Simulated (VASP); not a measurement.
# AsO: relaxation of cell and atoms with PBE

AsO:

```
As O
1.0
     3.38085    0.00000    0.00000
     0.00000    3.38085    0.00000
     0.00000    0.00000    3.38085
As O
1 1
Direct
  0.00000 0.00000 0.00000
  0.50000 0.50000 0.50000
```

The cell was generated, and may not be a known phase.

```yaml
Program: VASP 6.6.1
Task: relaxation of cell and atoms
Functional: PBE
Potentials_or_basis: VASP PAW PBE potentials, release 64 (As, O)
Cutoff: 600 eV
k_mesh: 6 × 6 × 6
Occupations: gaussian, width 0.1 eV
Spin: no spin polarisation
Dipole_correction: no
Further_INCAR_settings: ALGO = Normal; EDIFF = 1e-07; IBRION = 2; EDIFFG = -0.04; NSW = 90; ISIF = 3
```

The relaxed volume is 12.26 Å³/atom and the relaxed cell is a = 2.905 Å, b = 2.905 Å, c = 2.905 Å, α = 90.00°, β = 90.00°, γ = 90.00°. The space group after relaxing (to 0.1 Å) is Pm-3m (No. 221), the energy gained by relaxing is 764.1 meV/atom and the ionic steps are 3. The pressure after relaxing is -0.3 GPa. The band gap on the k mesh is zero (an odd number of electrons rules out a gap without spin polarisation).

Step by step:
```tsv
step	energy change (eV)	largest force (eV/Å)	pressure (GPa)	volume (Å³)
1	0.0000	0.0000	-22.38	38.64
2	-1.5127	0.0000	-4.96	25.43
3	-1.5283	0.0000	-0.32	24.51
```

Final structure:
```
As O
1.0
     2.90484    0.00000    0.00000
     0.00000    2.90484    0.00000
     0.00000    0.00000    2.90484
As O
1 1
Direct
  0.00000 0.00000 0.00000
  0.50000 0.50000 0.50000
```

Levels at points of the mesh, in eV from the Fermi level:
| k point | band 3 | band 4 | band 5 | band 6 | band 7 | band 8 |
| --- | --- | --- | --- | --- | --- | --- |
| (0.00, 0.00, 0.00) | -3.80 | -3.80 | -3.80 | 4.88 | 4.88 | 4.88 |
| (0.50, 0.00, 0.00) | -3.13 | -2.75 | -2.75 | -1.57 | 3.52 | 3.52 |
| (0.50, 0.50, 0.00) | -7.63 | -7.63 | -2.39 | 1.89 | 1.89 | 5.18 |
| (0.50, 0.50, 0.50) | -4.83 | -4.83 | -4.83 | -2.86 | -2.86 | -2.86 |

It took 32 s on 1 thread of Intel Xeon 8259CL (shared host), peak memory 0.17 GiB.

Caveat: the volume moved by over 15 % at a fixed basis, so the end points are rough; an odd number of electrons without spin polarisation forces a metal; a magnetic or distorted state may lie lower.
